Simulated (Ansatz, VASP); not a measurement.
# Si: VASP beside Ansatz

```
Si
1.0
     3.78156    0.00000    0.00000
    -1.89078    3.27493    0.00000
     0.00000    0.00000    6.26806
Si
4
Direct
  0.33333 0.66667 0.06330
  0.66667 0.33333 0.56330
  0.33333 0.66667 0.43670
  0.66667 0.33333 0.93670
```

Alike in both runs: task single point; functional r2SCAN; k mesh 12 × 12 × 6; occupations gaussian, width 0.02 eV; no spin polarisation.

|  | VASP | Ansatz |
| --- | --- | --- |
| version | VASP 6.6.1 | Ansatz 0.2.0 |
| potentials or method | VASP PAW PBE potentials, release 64 (Si), cutoff 520 eV | scalar-relativistic, plane waves, PAW |
| valence electrons in the cell | 16 | 16 |

```csv
,VASP,Ansatz,Ansatz less VASP
gap on the k mesh at the Fermi level (eV),0.54,0.53,-0.016
least direct gap on the mesh (eV),1.50,1.48,-0.016
pressure (GPa),3.8,4.0,+0.25
"traceless stress, the component that is largest in VASP (GPa)",-0.10,-0.08,+0.016
rms of the force components (eV/Å),0.003,0.002,-0.0009
```

VASP's potentials were made for PBE, not for r2SCAN. Atom by atom the forces differ by 0.001 eV/Å (rms over components). The functional is the same, so the differences come from potentials, cutoffs and numerics.
